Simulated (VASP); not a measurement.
# Cs3Sc (Im-3m) in VASP: a series of runs, part 2 of 2

VASP 6.6.1. Earlier steps stand in the parts before.

## Step 5: Single point, PBE, collinear spin, ferromagnetic start

This run uses another cell than the first one, of 75.86 Å³/atom, 2.317 times its volume.

Contents of INCAR:

```
ALGO = Normal ; EDIFF = 1E-6
ENCUT = 520 ; GGA = PE
ISIF = 2 ; ISMEAR = 0
ISPIN = 2 ; LASPH = True
LCHARG = False ; LMAXMIX = 4
LORBIT = 11 ; LREAL = False
LWAVE = False ; MAGMOM = 0 0 0 1
NBANDS = 31 ; NELM = 150
PREC = Accurate ; SIGMA = 0.1
```

Contents of KPOINTS:

```
k-points
0
Gamma
  4 4 4
```

Contents of POSCAR:

```
Cs3Sc
1.0
   -4.2331429543      4.2331429543      4.2331429543
    4.2331429543     -4.2331429543      4.2331429543
    4.2331429543      4.2331429543     -4.2331429543
Cs Sc
3 1
Direct
    0.0000000000      0.5000000000      0.5000000000
    0.5000000000      0.0000000000      0.5000000000
    0.5000000000      0.5000000000      0.0000000000
    0.0000000000      0.0000000000      0.0000000000
```

Potentials or basis: VASP PAW PBE potentials, release 64 (Cs_sv, Sc_sv).

The run is started by

```
cat potpaw_PBE.64/Cs_sv/POTCAR potpaw_PBE.64/Sc_sv/POTCAR > POTCAR
mpirun -np 1 vasp_std > vasp.out
```

OUTCAR:

```text
EDIFF = 1E-6
   ENCUT = 520
   GGA = PE
   ISIF = 2
   ISMEAR = 0
   ISPIN = 2
   LASPH = True
   LORBIT = 11
   LREAL = False
   NELM = 150
   PREC = Accurate

 ion  position               nearest neighbor table
   1  0.000  0.500  0.500-
   2  0.500  0.000  0.500-
   3  0.500  0.500  0.000-
   4  0.000  0.000  0.000-

  LATTYP: Found a body centered cubic cell.
 ALAT       =     8.4662859086

  Lattice vectors:

 A1 = (  -4.2331429543,   4.2331429543,   4.2331429543)
 A2 = (   4.2331429543,  -4.2331429543,   4.2331429543)
 A3 = (   4.2331429543,   4.2331429543,  -4.2331429543)

Analysis of symmetry for initial positions (statically):
=====================================================================
 Subroutine PRICEL returns:
 Original cell was already a primitive cell.

 Routine SETGRP: Setting up the symmetry group for a
 body centered cubic supercell.

 Subroutine GETGRP returns: Found 48 space group operations
 (whereof 48 operations were pure point group operations)
 out of a pool of 48 trial point group operations.

The static configuration has the point symmetry O_h .

Analysis of symmetry for dynamics (positions and initial velocities):
=====================================================================
 Subroutine PRICEL returns:
 Original cell was already a primitive cell.

 Routine SETGRP: Setting up the symmetry group for a
 body centered cubic supercell.

 Subroutine GETGRP returns: Found 48 space group operations
 (whereof 48 operations were pure point group operations)
[... 141 lines left out ...]

 number of electron      37.9999999 magnetization       2.5786833

 Free energy of the ion-electron system (eV)
  ---------------------------------------------------
  ext. energy  EPLUGINS =         0.00000000
  ---------------------------------------------------
  free energy    TOTEN  =        -5.68986056 eV

  energy without entropy =       -5.65248941  energy(sigma->0) =       -5.67117498

 E-fermi :   1.1072     XC(G=0):  -6.3987

 val. band max:        1.1056193586   @ k =   0.2500   0.2500   0.2500
 cond. band min:       1.1269588641   @ k =   0.5000   0.0000   0.0000
 fundamental gap:      0.0213395055
 Fermi energy:         1.1071593200

 spin component 1

 k-point     1 :       0.0000    0.0000    0.0000
  band No.  band energies     occupation
      1     -49.9987      1.00000
      2     -28.6364      1.00000
      3     -28.6364      1.00000
      4     -28.6364      1.00000
      5     -22.6673      1.00000
      6     -22.5899      1.00000
[... 261 lines left out ...]
     30       2.8008      0.00000
     31       3.0647      0.00000
 Fermi energy:         1.1071593200

 spin component 2

 k-point     1 :       0.0000    0.0000    0.0000
  band No.  band energies     occupation
      1     -49.1308      1.00000
      2     -27.7599      1.00000
      3     -27.7599      1.00000
      4     -27.7599      1.00000
      5     -22.6407      1.00000
      6     -22.5631      1.00000
[... 261 lines left out ...]
     30       3.2415      0.00000
     31       3.2415      0.00000

------------------------ aborting loop because EDIFF is reached ----------------------------------------

  FORCE on cell =-STRESS in cart. coord.  units (eV):
  Direction    XX          YY          ZZ          XY          YZ          ZX
  --------------------------------------------------------------------------------------
  -------------------------------------------------------------------------------------
  Total        0.1948375      0.1948375      0.1948375     -0.0000000     -0.0000000     -0.0000000
  in kB        1.0288080      1.0288080      1.0288080     -0.0000000     -0.0000000     -0.0000000
  external PRESSURE =       1.0288080 kB  Pullay stress =       0.0000000 kB

 VOLUME and BASIS-vectors are now :
 -----------------------------------------------------------------------------
  energy-cutoff  :      520.00
  volume of cell :      303.42
      direct lattice vectors                 reciprocal lattice vectors
    -4.233142954  4.233142954  4.233142954     0.000000000  0.118115548  0.118115548
     4.233142954 -4.233142954  4.233142954     0.118115548  0.000000000  0.118115548
     4.233142954  4.233142954 -4.233142954     0.118115548  0.118115548  0.000000000

 POSITION                                       TOTAL-FORCE (eV/Angst)
 -----------------------------------------------------------------------------------
      4.23314      0.00000      0.00000        -0.000000     -0.000000      0.000000
      0.00000      4.23314      0.00000         0.000000      0.000000     -0.000000
      0.00000      0.00000      4.23314        -0.000000      0.000000     -0.000000
      0.00000      0.00000      0.00000         0.000000     -0.000000      0.000000
 -----------------------------------------------------------------------------------
    total drift:                               -0.000000     -0.000000      0.000000

  FREE ENERGIE OF THE ION-ELECTRON SYSTEM (eV)
  ---------------------------------------------------
  free  energy   TOTEN  =        -5.6898605596 eV

  energy  without entropy=       -5.6524894082  energy(sigma->0) =       -5.67117498

 total charge

# of ion       s       p       d       tot
------------------------------------------
    1        1.851   4.673   0.031   6.555
    2        1.851   4.673   0.031   6.555
    3        1.851   4.673   0.031   6.555
    4        2.291   5.977   0.974   9.242
--------------------------------------------------
tot          7.844  19.995   1.068  28.907

 magnetization (x)

# of ion       s       p       d       tot
------------------------------------------
    1        0.003   0.010   0.018   0.030
    2        0.003   0.010   0.018   0.030
    3        0.003   0.010   0.018   0.030
    4        0.020   0.021   0.950   0.991
--------------------------------------------------
tot          0.027   0.050   1.004   1.081
```

OSZICAR:

```text
N       E                     dE             d eps       ncg     rms          rms(c)
DAV:   1     0.336118885383E+03    0.33612E+03   -0.13524E+04  1072   0.956E+02
DAV:   2     0.397221245638E+02   -0.29640E+03   -0.28696E+03  1288   0.253E+02
[... 11 lines left out ...]
DAV:  14    -0.568985876104E+01   -0.23428E-03   -0.11790E-03  1405   0.109E-01    0.124E-01
DAV:  15    -0.568985110760E+01    0.76534E-05   -0.37615E-04  1506   0.715E-02    0.104E-02
DAV:  16    -0.568987025072E+01   -0.19143E-04   -0.49028E-05  1404   0.242E-02    0.419E-02
DAV:  17    -0.568986678119E+01    0.34695E-05   -0.18662E-05  1038   0.109E-02    0.314E-02
DAV:  18    -0.568986023913E+01    0.65421E-05   -0.22431E-05  1299   0.142E-02    0.205E-03
DAV:  19    -0.568986055956E+01   -0.32043E-06   -0.87837E-07   950   0.353E-03
   1 F= -.56898606E+01 E0= -.56711750E+01  d E =-.373712E-01  mag=     2.5802
```

Run time: 4.6 min. Hardware: 1 thread of Intel Xeon 6975P-C, shared host; peak memory 0.61 GiB.

What came out:

* Free energy: -5.6899 eV
* Pressure: 0.1 GPa
* Net moment: 2.58 μB per cell
* Site moments: Cs +0.03; Sc +0.99 μB
* Valence electrons inside the program's atomic spheres: Cs 6.55; Sc 9.24

Caveat: spin-orbit coupling is left out, which moves the levels of the heavy elements.

## Step 6: Overview

| task | spin | cell | cutoff (eV) | gap on the mesh (eV) | pressure (GPa) |
| --- | --- | --- | --- | --- | --- |
| single point | off | a = 5.541 Å, angles 109.5°, 4 atoms | 520 | none | 11.9 |
| single point | off | a = 7.332 Å, angles 109.5°, 4 atoms | 520 | none | 0.0 |
| relaxation of cell and atoms | off | relaxed from a = 5.541 Å, angles 109.5°, 4 atoms | 600 | none | -0.1 |
| single point | collinear, ferromagnetic start | a = 7.332 Å, angles 109.5°, 4 atoms | 520 | none | 0.1 |

Alike in all rows: level PBE; potentials or basis VASP PAW PBE potentials, release 64 (Cs_sv, Sc_sv); k mesh 4 × 4 × 4; smearing gaussian 0.1 eV.

Caveats: spin-orbit coupling is left out, which moves the levels of the heavy elements; the volume moved by over 15 % at a fixed basis, so the end points are rough (some runs).

Total energies depend on the potentials used, so only differences within one code and one set of settings carry meaning.
